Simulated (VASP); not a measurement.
# In (I4/mmm) in VASP: single point with LDA

Aim: the single point of In with LDA.

Everything below comes from runs of VASP 6.6.1. Logs are shortened: lines on timing, memory, paths and dates and some standing lists are left out, and cuts for length are marked.

**1. The cell of the first run**

The typed cell holds 1 atom: a = 3.354 Å, b = 3.354 Å, c = 3.354 Å, α = 120.00°, β = 120.00°, γ = 90.01°.

**2. Single point, LDA**

The input, INCAR:

```
SYSTEM = In
PREC = Accurate
ENCUT = 520
EDIFF = 1E-6
ISMEAR = 0
SIGMA = 0.15
LREAL = .FALSE.
LASPH = .TRUE.
NELM = 80
ALGO = Fast
ISIF = 2
LWAVE = .FALSE.
LCHARG = .FALSE.
GGA = CA
NBANDS = 12
```

The input, KPOINTS:

```
regular mesh
0
G
  20 20 20
  0 0 0
```

The input, POSCAR:

```
In
1.0
   -1.6772237541      1.6772237541      2.3715943883
    1.6772237541     -1.6772237541      2.3715943883
    1.6772237541      1.6772237541     -2.3715943883
In
1
Direct
    0.0000000000      0.0000000000      0.0000000000
```

Potentials or basis: VASP PAW LDA potentials, release 64 (In_d).

Launch:

```
$ cat potpaw_LDA.64/In_d/POTCAR > POTCAR
$ mpirun -np 1 vasp_std > vasp.out
```

OUTCAR:

```text
SYSTEM = In
   PREC = Accurate
   ENCUT = 520
   EDIFF = 1E-6
   ISMEAR = 0
   LREAL = .FALSE.
   LASPH = .TRUE.
   NELM = 80
   ISIF = 2
   GGA = CA

 ion  position               nearest neighbor table
   1  0.000  0.000  0.000-

  LATTYP: Found a body centered tetragonal cell.
 ALAT       =     3.3544475082
 C/A-ratio  =     1.4140000000

  Lattice vectors:

 A1 = (  -1.6772237541,   1.6772237541,   2.3715943883)
 A2 = (   1.6772237541,  -1.6772237541,   2.3715943883)
 A3 = (   1.6772237541,   1.6772237541,  -2.3715943883)

Analysis of symmetry for initial positions (statically):
=====================================================================
 Subroutine PRICEL returns:
 Original cell was already a primitive cell.

 Routine SETGRP: Setting up the symmetry group for a
 body centered tetragonal supercell.

 Subroutine GETGRP returns: Found 16 space group operations
 (whereof 16 operations were pure point group operations)
 out of a pool of 16 trial point group operations.

The static configuration has the point symmetry D_4h.

Analysis of symmetry for dynamics (positions and initial velocities):
=====================================================================
 Subroutine PRICEL returns:
 Original cell was already a primitive cell.

 Routine SETGRP: Setting up the symmetry group for a
 body centered tetragonal supercell.

 Subroutine GETGRP returns: Found 16 space group operations
 (whereof 16 operations were pure point group operations)
 out of a pool of 16 trial point group operations.

The dynamic configuration has the point symmetry D_4h.

 Subroutine INISYM returns: Found 16 space group operations
 (whereof 16 operations are pure point group operations),
 and found     1 'primitive' translations

----------------------------------------------------------------------------------------

                                     Primitive cell

  volume of cell :      26.6859

  direct lattice vectors                    reciprocal lattice vectors
    -1.677223754  1.677223754  2.371594388     0.000000000  0.298111685  0.210828632
     1.677223754 -1.677223754  2.371594388     0.298111685  0.000000000  0.210828632
     1.677223754  1.677223754 -2.371594388     0.298111685  0.298111685  0.000000000

  length of vectors
     3.354194238  3.354194238  3.354194238     0.365129140  0.365129140  0.421593588

  position of ions in fractional coordinates (direct lattice)
     0.000000000  0.000000000  0.000000000

  ion indices of the primitive-cell ions
   primitive index   ion index
                 1           1

----------------------------------------------------------------------------------------

 KPOINTS: regular mesh

Automatic generation of k-mesh.
 Grid dimensions read from file:
 generate k-points for:   20   20   20

 Generating k-lattice:

  Cartesian coordinates                     Fractional coordinates (reciprocal lattice)
     0.000000000  0.014905584  0.010541432     0.050000000  0.000000000 -0.000000000
     0.014905584  0.000000000  0.010541432     0.000000000  0.050000000 -0.000000000
     0.014905584  0.014905584  0.000000000     0.000000000  0.000000000  0.050000000

  Length of vectors
     0.018256457  0.018256457  0.021079679

  Shift w.r.t. Gamma in fractional coordinates (k-lattice)
     0.000000000  0.000000000  0.000000000

 Subroutine IBZKPT returns following result:
 ===========================================

 Found    641 irreducible k-points:

 Following reciprocal coordinates:
            Coordinates               Weight
  0.000000  0.000000  0.000000      1.000000
  0.050000 -0.000000  0.000000      8.000000
  0.100000  0.000000 -0.000000      8.000000
  0.150000  0.000000  0.000000      8.000000
  0.200000  0.000000 -0.000000      8.000000
  0.250000  0.000000  0.000000      8.000000
[... 16 lines left out ...]
 -0.400000  0.050000 -0.000000     16.000000
 -0.350000  0.050000 -0.000000     16.000000
 [... further k-points ...]
   k-points           NKPTS =    641   k-points in BZ     NKDIM =    641   number of bands    NBANDS=     12
   number of dos      NEDOS =    301   number of ions     NIONS =      1
   total plane-waves  NPLWV =  21952
   dimension x,y,z NGX =    28 NGY =   28 NGZ =   28
   dimension x,y,z NGXF=    56 NGYF=   56 NGZF=   56
   ions per type =               1
   NGX,Y,Z   is equivalent  to a cutoff of  13.88, 13.88, 13.88 a.u.
   NGXF,Y,Z  is equivalent  to a cutoff of  27.76, 27.76, 27.76 a.u.
 SYSTEM =  In
   PREC   = accura    normal or accurate (medium, high low for compatibility)
   ISTART =      0    job   : 0-new  1-cont  2-samecut
   ICHARG =      2    charge: 1-file 2-atom 10-const
   ISPIN  =      1    spin polarized calculation?
   LNONCOLLINEAR =      F non collinear calculations
   LSORBIT =      F    spin-orbit coupling
   LASPH  =      T    aspherical Exc in radial PAW
   ENCUT  =  520.0 eV  38.22 Ry    6.18 a.u.   6.24  6.24  6.24*2*pi/ulx,y,z
   NELM   =     80;   NELMIN=  2; NELMDL= -5     # of ELM steps
   EDIFF  = 0.1E-05   stopping-criterion for ELM
   LREAL  =      F    real-space projection
   EDIFFG = 0.1E-04   stopping-criterion for IOM
   NSW    =      0    number of steps for IOM
   IBRION =     -1    ionic relax: 0-MD 1-quasi-New 2-CG
   NFREE  =      0    steps in history (QN), initial steepest desc. (CG)
   ISIF   =      2    stress and relaxation
   ISYM   =      2    0-nonsym 1-usesym 2-fastsym
   POTIM  = 0.5000    time-step for ionic-motion
   TEBEG  =    0.0;   TEEND  =   0.0 temperature during run
   PSTRESS=    0.0 pullay stress
   NELECT =      13.0000    total number of electrons
   NUPDOWN=      -1.0000    fix difference up-down
   EMIN   =  10.00;   EMAX   =-10.00  energy-range for DOS
   EFERMI =   0.00;   METHOD = LEGACY
   ISMEAR =     0;   SIGMA  =   0.15  broadening in eV -4-tet -1-fermi 0-gaus
   EFERMI_NEDOS =   21; number of points for ismear=-14 and -15
   IALGO  =     68    algorithm
   IMIX   =      4    mixing-type and parameters
     AMIX     =   0.40;   BMIX     =  1.00
     AMIX_MAG =   1.60;   BMIX_MAG =  1.00
  volume/ion in A,a.u.               =      26.69       180.09
  Fermi-wavevector in a.u.,A,eV,Ry     =   1.288136  2.434225 22.576080  1.659295
  Thomas-Fermi vector in A             =   2.420108
   LORBIT       =      0    0 simple, 1 ext, 2 COOP (PROOUT), +10 PAW based schemes
   GGA     = CA    functional components
   LHFCALC =     F    Hartree Fock is set to
   AEXX    =    0.0000 exact exchange contribution
   IVDW    =     0    specifies the selected vdW correction
   LEPSILON=     F    determine dielectric tensor
   LRPA    =     F    only Hartree local field effects (RPA)
 non-spin polarized calculation
 RMM-DIIS sequential band-by-band and
 Gauss-broadening in eV      SIGMA  =   0.15
  energy-cutoff  :      520.00
  volume of cell :       26.69
 maximum number of plane-waves:       736
 NGX is ok and might be reduce to    28
   NGX = 13   NGY = 13   NGZ = 13

 number of electron      13.0000002 magnetization

 Free energy of the ion-electron system (eV)
  ---------------------------------------------------
  ext. energy  EPLUGINS =         0.00000000
  ---------------------------------------------------
  free energy    TOTEN  =        -3.19697572 eV

  energy without entropy =       -3.19160111  energy(sigma->0) =       -3.19428841

 E-fermi :   6.9947     XC(G=0): -10.4333

 val. band max:        6.9846629754   @ k =  -0.2500   0.4000   0.1000
 cond. band min:       6.9976139102   @ k =  -0.3500  -0.3500   0.0500
 fundamental gap:      0.0129509348
 Fermi energy:         6.9947346461

 k-point     1 :       0.0000    0.0000    0.0000
  band No.  band energies     occupation
      1      -7.5359      2.00000
      2      -7.5359      2.00000
      3      -7.5357      2.00000
      4      -7.3701      2.00000
      5      -7.3699      2.00000
      6      -2.4349      2.00000
      7      17.2656      0.00000
      8      17.2660      0.00000
      9      17.2660      0.00000
     10      18.5805      0.00000
     11      20.8736      0.00000
     12      20.8738      0.00000

 k-point     2 :       0.0500   -0.0000    0.0000
  band No.  band energies     occupation
      1      -7.5364      2.00000
      2      -7.5316      2.00000
      3      -7.5314      2.00000
      4      -7.3707      2.00000
      5      -7.3705      2.00000
      6      -2.3811      2.00000
      7      16.5501      0.00000
      8      17.1684      0.00000
      9      17.1685      0.00000
     10      18.4205      0.00000
     11      21.0392      0.00000
     12      21.0513      0.00000

 k-point     3 :       0.1000    0.0000   -0.0000
  band No.  band energies     occupation
      1      -7.5384      2.00000
      2      -7.5201      2.00000
      3      -7.5200      2.00000
      4      -7.3713      2.00000
      5      -7.3711      2.00000
      6      -2.2194      2.00000
      7      15.0327      0.00000
      8      16.9204      0.00000
      9      16.9206      0.00000
     10      18.3177      0.00000
     11      21.4869      0.00000
     12      21.4872      0.00000
[... 286 lines left out ...]
 k-point    23 :      -0.4000    0.0500   -0.0000
  band No.  band energies     occupation
      1      -7.5828      2.00000
      2      -7.5180      2.00000
      3      -7.5072      2.00000
      4      -7.2701      2.00000
      5      -7.2400      2.00000
      6       0.8451      2.00000
      7       6.1755      2.00000
      8      14.8318      0.00000
      9      15.2093      0.00000
     10      17.5696      0.00000
     11      20.0454      0.00000
     12      20.3825      0.00000

 k-point    24 :      -0.3500    0.0500   -0.0000
  band No.  band energies     occupation
      1      -7.5747      2.00000
      2      -7.5085      2.00000
      3      -7.4982      2.00000
      4      -7.3014      2.00000
      5      -7.2650      2.00000
      6       0.0557      2.00000
      7       7.5637      0.00000
      8      14.9109      0.00000
      9      15.5234      0.00000
     10      17.7761      0.00000
     11      19.9915      0.00000
     12      20.9165      0.00000

 [... further k-points ...]
[... 5 lines left out ...]
  --------------------------------------------------------------------------------------
  -------------------------------------------------------------------------------------
  Total       -0.5519031     -0.5519031     -0.5520548      0.0000000      0.0000000      0.0000000
  in kB      -33.1353071    -33.1353071    -33.1444148      0.0000000      0.0000000      0.0000000
  external PRESSURE =     -33.1383430 kB  Pullay stress =       0.0000000 kB

 VOLUME and BASIS-vectors are now :
 -----------------------------------------------------------------------------
  energy-cutoff  :      520.00
  volume of cell :       26.69
      direct lattice vectors                 reciprocal lattice vectors
    -1.677223754  1.677223754  2.371594388     0.000000000  0.298111685  0.210828632
     1.677223754 -1.677223754  2.371594388     0.298111685  0.000000000  0.210828632
     1.677223754  1.677223754 -2.371594388     0.298111685  0.298111685  0.000000000

 POSITION                                       TOTAL-FORCE (eV/Angst)
 -----------------------------------------------------------------------------------
      0.00000      0.00000      0.00000        -0.000000      0.000000      0.000000
 -----------------------------------------------------------------------------------
    total drift:                               -0.000000     -0.000000     -0.000000

  FREE ENERGIE OF THE ION-ELECTRON SYSTEM (eV)
  ---------------------------------------------------
  free  energy   TOTEN  =        -3.1969757165 eV

  energy  without entropy=       -3.1916011130  energy(sigma->0) =       -3.19428841
```

Run time: 3 min. Hardware: 1 thread of Intel Xeon Platinum 8488C (Sapphire Rapids), shared host; peak memory 0.3 GiB.

Results:

```
Free energy : -3.1970 eV
Pressure    : -3.3 GPa
```

Caveat: spin-orbit coupling is left out, which moves the levels of the heavy elements.
